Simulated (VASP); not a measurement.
# Be2ZnSe3 (P6mm) in VASP: a series of runs

The runs below take Be2ZnSe3 through single point, relaxation of cell and atoms, with PBE.

Everything below comes from runs of VASP 6.6.1. Logs are shortened: lines on timing, memory, paths and dates and some standing lists are left out, and cuts for length are marked.

## 1. The cell of the first run

Symmetry: P6mm, No. 183, hexagonal system. Conventional cell: a = 7.016 Å, b = 7.016 Å, c = 3.109 Å, α = 90.00°, β = 90.00°, γ = 120.00°. Within 2.8 Å of Be (site symmetry 3m) lie 3 Se at 2.15 Å. Within 4.2 Å of Zn (site symmetry 6mm) lie 2 Zn at 3.11 Å and 6 Se at 3.51 Å and 6 Be at 4.12 Å. Within 2.8 Å of Se (site symmetry 2mm) lie 2 Be at 2.15 Å.

The cell was generated, and may not be a known phase.

## 2. Single point, PBE

INCAR

```
SYSTEM = Be2ZnSe3
PREC     = Accurate       ! precision mode
ENCUT    = 520            ! plane-wave cutoff, eV
EDIFF    = 1E-6           ! SCF threshold, eV
ISMEAR   = 0              ! smearing method
SIGMA    = 0.1            ! smearing width, eV
LREAL    = .False.        ! projectors in reciprocal space
LASPH    = .True.         ! aspherical terms in the spheres
NELM     = 80             ! most SCF steps
ALGO     = Normal         ! electronic algorithm
ISIF     = 2              ! what is computed and relaxed
LWAVE    = .False.        ! write WAVECAR
LCHARG   = .False.        ! write CHGCAR
GGA      = PE             ! functional
NBANDS   = 26             ! bands
```

KPOINTS

```
regular mesh
0
Gamma
  3 3 6
  0 0 0
```

POSCAR

```
Be2ZnSe3
1.0
    7.0155274071      0.0000000000      0.0000000000
   -3.5077637036      6.0756249555      0.0000000000
    0.0000000000      0.0000000000      3.1088287886
Be Zn Se
2 1 3
Direct
    0.6666666667      0.3333333333      0.7062567809
    0.3333333333      0.6666666667      0.7062567809
    0.0000000000      0.0000000000      0.9440438350
    0.0000000000      0.5000000000      0.9378125044
    0.5000000000      0.0000000000      0.9378125044
    0.5000000000      0.5000000000      0.9378125044
```

Potentials or basis: VASP PAW PBE potentials, release 64 (Be, Zn, Se).

Launch:

```console
cat potpaw_PBE.64/Be/POTCAR potpaw_PBE.64/Zn/POTCAR potpaw_PBE.64/Se/POTCAR > POTCAR
mpirun -np 1 vasp_std > vasp.out
```

OUTCAR:

```text
SYSTEM = Be2ZnSe3
   PREC = Accurate
   ENCUT = 520
   EDIFF = 1E-6
   ISMEAR = 0
   LREAL = .False.
   LASPH = .True.
   NELM = 80
   ISIF = 2
   GGA = PE

 ion  position               nearest neighbor table
   1  0.667  0.333  0.706-   4 2.15   5 2.15   6 2.15
   2  0.333  0.667  0.706-   4 2.15   5 2.15   6 2.15
   3  0.000  0.000  0.944-
   4  0.000  0.500  0.938-   1 2.15   2 2.15
   5  0.500  0.000  0.938-   1 2.15   2 2.15
   6  0.500  0.500  0.938-   1 2.15   2 2.15

  LATTYP: Found a hexagonal cell.
 ALAT       =     7.0155274071
 C/A-ratio  =     0.4431354349

  Lattice vectors:

 A1 = (   7.0155274071,   0.0000000000,   0.0000000000)
 A2 = (  -3.5077637036,   6.0756249555,   0.0000000000)
 A3 = (   0.0000000000,   0.0000000000,   3.1088287886)

Analysis of symmetry for initial positions (statically):
=====================================================================
 Subroutine PRICEL returns:
 Original cell was already a primitive cell.

 Routine SETGRP: Setting up the symmetry group for a
 hexagonal supercell.

 Subroutine GETGRP returns: Found 12 space group operations
 (whereof 12 operations were pure point group operations)
 out of a pool of 24 trial point group operations.

The static configuration has the point symmetry C_6v.

Analysis of symmetry for dynamics (positions and initial velocities):
=====================================================================
 Subroutine PRICEL returns:
 Original cell was already a primitive cell.

 Routine SETGRP: Setting up the symmetry group for a
 hexagonal supercell.

 Subroutine GETGRP returns: Found 12 space group operations
 (whereof 12 operations were pure point group operations)
 out of a pool of 24 trial point group operations.

The dynamic configuration has the point symmetry C_6v.

 Subroutine INISYM returns: Found 12 space group operations
 (whereof 12 operations are pure point group operations),
 and found     1 'primitive' translations

----------------------------------------------------------------------------------------

                                     Primitive cell

  volume of cell :     132.5098

  direct lattice vectors                    reciprocal lattice vectors
     7.015527407  0.000000000  0.000000000     0.142540958  0.082296061  0.000000000
    -3.507763704  6.075624956  0.000000000     0.000000000  0.164592121  0.000000000
     0.000000000  0.000000000  3.108828789     0.000000000  0.000000000  0.321664546

  length of vectors
     7.015527407  7.015527407  3.108828789     0.164592121  0.164592121  0.321664546

  position of ions in fractional coordinates (direct lattice)
     0.666666667  0.333333333  0.706256781
     0.333333333  0.666666667  0.706256781
     0.000000000  0.000000000  0.944043835
     0.000000000  0.500000000  0.937812504
     0.500000000  0.000000000  0.937812504
     0.500000000  0.500000000  0.937812504

  ion indices of the primitive-cell ions
   primitive index   ion index
                 1           1
                 2           2
                 3           3
                 4           4
                 5           5
                 6           6

----------------------------------------------------------------------------------------

 KPOINTS: regular mesh

Automatic generation of k-mesh.
 Grid dimensions read from file:
 generate k-points for:    3    3    6

 Generating k-lattice:

  Cartesian coordinates                     Fractional coordinates (reciprocal lattice)
     0.047513653  0.027432020  0.000000000     0.333333333  0.000000000  0.000000000
     0.000000000  0.054864040  0.000000000     0.000000000  0.333333333  0.000000000
     0.000000000  0.000000000  0.053610758     0.000000000  0.000000000  0.166666667

  Length of vectors
     0.054864040  0.054864040  0.053610758

  Shift w.r.t. Gamma in fractional coordinates (k-lattice)
     0.000000000  0.000000000  0.000000000

 Subroutine IBZKPT returns following result:
 ===========================================

 Found     12 irreducible k-points:

 Following reciprocal coordinates:
            Coordinates               Weight
  0.000000  0.000000  0.000000      1.000000
  0.333333  0.000000  0.000000      6.000000
  0.333333  0.333333  0.000000      2.000000
  0.000000  0.000000  0.166667      2.000000
  0.333333  0.000000  0.166667     12.000000
  0.333333  0.333333  0.166667      4.000000
  0.000000  0.000000  0.333333      2.000000
  0.333333  0.000000  0.333333     12.000000
  0.333333  0.333333  0.333333      4.000000
  0.000000  0.000000  0.500000      1.000000
  0.333333  0.000000  0.500000      6.000000
  0.333333  0.333333  0.500000      2.000000
   k-points           NKPTS =     12   k-points in BZ     NKDIM =     12   number of bands    NBANDS=     26
   number of dos      NEDOS =    301   number of ions     NIONS =      6
   total plane-waves  NPLWV =  69984
   dimension x,y,z NGX =    54 NGY =   54 NGZ =   24
   dimension x,y,z NGXF=   108 NGYF=  108 NGZF=   48
   ions per type =               2   1   3
   NGX,Y,Z   is equivalent  to a cutoff of  12.80, 12.80, 12.83 a.u.
   NGXF,Y,Z  is equivalent  to a cutoff of  25.59, 25.59, 25.67 a.u.
 SYSTEM =  Be2ZnSe3
   PREC   = accura    normal or accurate (medium, high low for compatibility)
   ISTART =      0    job   : 0-new  1-cont  2-samecut
   ICHARG =      2    charge: 1-file 2-atom 10-const
   ISPIN  =      1    spin polarized calculation?
   LNONCOLLINEAR =      F non collinear calculations
   LSORBIT =      F    spin-orbit coupling
   LASPH  =      T    aspherical Exc in radial PAW
   ENCUT  =  520.0 eV  38.22 Ry    6.18 a.u.  13.04 13.04  5.78*2*pi/ulx,y,z
   NELM   =     80;   NELMIN=  2; NELMDL= -5     # of ELM steps
   EDIFF  = 0.1E-05   stopping-criterion for ELM
   LREAL  =      F    real-space projection
   EDIFFG = 0.1E-04   stopping-criterion for IOM
   NSW    =      0    number of steps for IOM
   IBRION =     -1    ionic relax: 0-MD 1-quasi-New 2-CG
   NFREE  =      0    steps in history (QN), initial steepest desc. (CG)
   ISIF   =      2    stress and relaxation
   ISYM   =      2    0-nonsym 1-usesym 2-fastsym
   POTIM  = 0.5000    time-step for ionic-motion
   TEBEG  =    0.0;   TEEND  =   0.0 temperature during run
   PSTRESS=    0.0 pullay stress
   NELECT =      34.0000    total number of electrons
   NUPDOWN=      -1.0000    fix difference up-down
   EMIN   =  10.00;   EMAX   =-10.00  energy-range for DOS
   EFERMI =   0.00;   METHOD = LEGACY
   ISMEAR =     0;   SIGMA  =   0.10  broadening in eV -4-tet -1-fermi 0-gaus
   EFERMI_NEDOS =   21; number of points for ismear=-14 and -15
   IALGO  =     38    algorithm
   IMIX   =      4    mixing-type and parameters
     AMIX     =   0.40;   BMIX     =  1.00
     AMIX_MAG =   1.60;   BMIX_MAG =  1.00
  volume/ion in A,a.u.               =      22.08       149.04
  Fermi-wavevector in a.u.,A,eV,Ry     =   1.040284  1.965851 14.724090  1.082190
  Thomas-Fermi vector in A             =   2.174852
   LORBIT       =      0    0 simple, 1 ext, 2 COOP (PROOUT), +10 PAW based schemes
   GGA     = PE    functional components
   LHFCALC =     F    Hartree Fock is set to
   AEXX    =    0.0000 exact exchange contribution
   IVDW    =     0    specifies the selected vdW correction
   LEPSILON=     F    determine dielectric tensor
   LRPA    =     F    only Hartree local field effects (RPA)
 non-spin polarized calculation
 Gauss-broadening in eV      SIGMA  =   0.10
  energy-cutoff  :      520.00
  volume of cell :      132.51
 maximum number of plane-waves:      3605
 NGX is ok and might be reduce to    54
   NGX = 27   NGY = 27   NGZ = 11

 number of electron      33.9999995 magnetization

 Free energy of the ion-electron system (eV)
  ---------------------------------------------------
  ext. energy  EPLUGINS =         0.00000000
  ---------------------------------------------------
  free energy    TOTEN  =       -18.49081238 eV

  energy without entropy =      -18.47130549  energy(sigma->0) =      -18.48105894

 E-fermi :   1.9179     XC(G=0):  -8.8623

 val. band max:        1.8895473260   @ k =   0.3333   0.0000   0.3333
 cond. band min:       2.2112637423   @ k =   0.3333   0.0000   0.5000
 fundamental gap:      0.3217164163
 Fermi energy:         1.9178736234

 k-point     1 :       0.0000    0.0000    0.0000
  band No.  band energies     occupation
      1     -11.9412      2.00000
      2     -10.8837      2.00000
      3     -10.8837      2.00000
      4      -5.0397      2.00000
      5      -4.2418      2.00000
      6      -4.0199      2.00000
[... 18 lines left out ...]
     25       7.3976      0.00000
     26      10.3361      0.00000

 k-point     2 :       0.3333    0.0000    0.0000
  band No.  band energies     occupation
      1     -11.7564      2.00000
      2     -11.1629      2.00000
      3     -10.8907      2.00000
      4      -4.4257      2.00000
      5      -4.2419      2.00000
      6      -4.0416      2.00000
[... 18 lines left out ...]
     25       8.0500      0.00000
     26       9.7820      0.00000

 k-point     3 :       0.3333    0.3333    0.0000
  band No.  band energies     occupation
      1     -11.4789      2.00000
      2     -11.4789      2.00000
      3     -10.9009      2.00000
      4      -4.2421      2.00000
      5      -4.0575      2.00000
      6      -4.0575      2.00000
[... 18 lines left out ...]
     25       8.9065      0.00000
     26       9.6006      0.00000

 k-point     4 :       0.0000    0.0000    0.1667
  band No.  band energies     occupation
      1     -11.6777      2.00000
      2     -10.6305      2.00000
      3     -10.6305      2.00000
      4      -4.7632      2.00000
      5      -4.1412      2.00000
      6      -4.0138      2.00000
[... 18 lines left out ...]
     25       8.4483      0.00000
     26      10.1509      0.00000

 k-point     5 :       0.3333    0.0000    0.1667
  band No.  band energies     occupation
      1     -11.4944      2.00000
      2     -10.9063      2.00000
      3     -10.6372      2.00000
      4      -4.1723      2.00000
      5      -4.1377      2.00000
      6      -4.0328      2.00000
[... 18 lines left out ...]
     25       8.2873      0.00000
     26       9.6289      0.00000

 k-point     6 :       0.3333    0.3333    0.1667
  band No.  band energies     occupation
      1     -11.2193      2.00000
      2     -11.2193      2.00000
      3     -10.6470      2.00000
      4      -4.1436      2.00000
      5      -4.0416      2.00000
      6      -4.0416      2.00000
[... 18 lines left out ...]
     25       9.0239      0.00000
     26       9.2565      0.00000

 k-point     7 :       0.0000    0.0000    0.3333
  band No.  band energies     occupation
      1     -11.0394      2.00000
      2     -10.0263      2.00000
      3     -10.0263      2.00000
      4      -4.0648      2.00000
      5      -4.0611      2.00000
      6      -4.0611      2.00000
[... 18 lines left out ...]
     25       7.5385      0.00000
     26       8.6381      0.00000

 k-point     8 :       0.3333    0.0000    0.3333
  band No.  band energies     occupation
      1     -10.8611      2.00000
      2     -10.2911      2.00000
      3     -10.0322      2.00000
      4      -4.0631      2.00000
      5      -4.0612      2.00000
      6      -4.0158      2.00000
[... 18 lines left out ...]
     25       8.1269      0.00000
     26       8.4507      0.00000

 k-point     9 :       0.3333    0.3333    0.3333
  band No.  band energies     occupation
      1     -10.5940      2.00000
      2     -10.5940      2.00000
      3     -10.0409      2.00000
      4      -4.0626      2.00000
      5      -4.0626      2.00000
      6      -4.0190      2.00000
[... 18 lines left out ...]
     25       8.0803      0.00000
     26       8.3654      0.00000

 k-point    10 :       0.0000    0.0000    0.5000
  band No.  band energies     occupation
      1     -10.6308      2.00000
      2      -9.6488      2.00000
      3      -9.6488      2.00000
      4      -4.1001      2.00000
      5      -4.1001      2.00000
      6      -3.9955      2.00000
[... 18 lines left out ...]
     25       8.1944      0.00000
     26       8.1944      0.00000

 k-point    11 :       0.3333    0.0000    0.5000
  band No.  band energies     occupation
      1     -10.4570      2.00000
      2      -9.9036      2.00000
      3      -9.6540      2.00000
      4      -4.1114      2.00000
      5      -4.1019      2.00000
      6      -4.0079      2.00000
[... 18 lines left out ...]
     25       7.8843      0.00000
     26       8.1541      0.00000

 k-point    12 :       0.3333    0.3333    0.5000
  band No.  band energies     occupation
      1     -10.1972      2.00000
      2     -10.1972      2.00000
      3      -9.6618      2.00000
      4      -4.1091      2.00000
      5      -4.1091      2.00000
      6      -4.0100      2.00000
[... 18 lines left out ...]
     25       8.1548      0.00000
     26       8.1549      0.00000

------------------------ aborting loop because EDIFF is reached ----------------------------------------

  FORCE on cell =-STRESS in cart. coord.  units (eV):
  Direction    XX          YY          ZZ          XY          YZ          ZX
  --------------------------------------------------------------------------------------
  -------------------------------------------------------------------------------------
  Total        0.1216178      0.1216178      0.1279040     -0.0000000     -0.0000000      0.0000000
  in kB        1.4704817      1.4704817      1.5464882     -0.0000000     -0.0000000      0.0000000
  external PRESSURE =       1.4958172 kB  Pullay stress =       0.0000000 kB

 VOLUME and BASIS-vectors are now :
 -----------------------------------------------------------------------------
  energy-cutoff  :      520.00
  volume of cell :      132.51
      direct lattice vectors                 reciprocal lattice vectors
     7.015527407  0.000000000  0.000000000     0.142540958  0.082296061  0.000000000
    -3.507763704  6.075624956  0.000000000     0.000000000  0.164592121  0.000000000
     0.000000000  0.000000000  3.108828789     0.000000000  0.000000000  0.321664546

 POSITION                                       TOTAL-FORCE (eV/Angst)
 -----------------------------------------------------------------------------------
      3.50776      2.02521      2.19563         0.000000      0.000000     -0.041684
     -0.00000      4.05042      2.19563         0.000000      0.000000     -0.041684
      0.00000      0.00000      2.93487         0.000000      0.000000      0.001626
     -1.75388      3.03781      2.91550        -0.000000      0.000000      0.027247
      3.50776      0.00000      2.91550         0.000000     -0.000000      0.027247
      1.75388      3.03781      2.91550        -0.000000      0.000000      0.027247
 -----------------------------------------------------------------------------------
    total drift:                                0.000002      0.000003      0.000806

  FREE ENERGIE OF THE ION-ELECTRON SYSTEM (eV)
  ---------------------------------------------------
  free  energy   TOTEN  =       -18.4908123842 eV

  energy  without entropy=      -18.4713054925  energy(sigma->0) =      -18.48105894
```

It took 86 s on 1 thread of Intel Xeon 8259CL, shared host; peak memory 0.27 GiB.

Results:

- Free energy: -18.4908 eV
- Pressure: 0.1 GPa
- Largest force: 0.042 eV/Å
- Band gap on the k mesh: zero (bands 17 and 18 overlap by 1.75 eV)

Forces on the atoms (eV/Å):
```
Be   0.000  0.000 -0.042
Be   0.000  0.000 -0.042
Zn   0.000  0.000  0.002
Se   0.000  0.000  0.027
Se   0.000  0.000  0.027
Se   0.000  0.000  0.027
```

[end of part 1 of 2]

The gap in the log of VASP goes by the Fermi energy; the results here count the filled bands.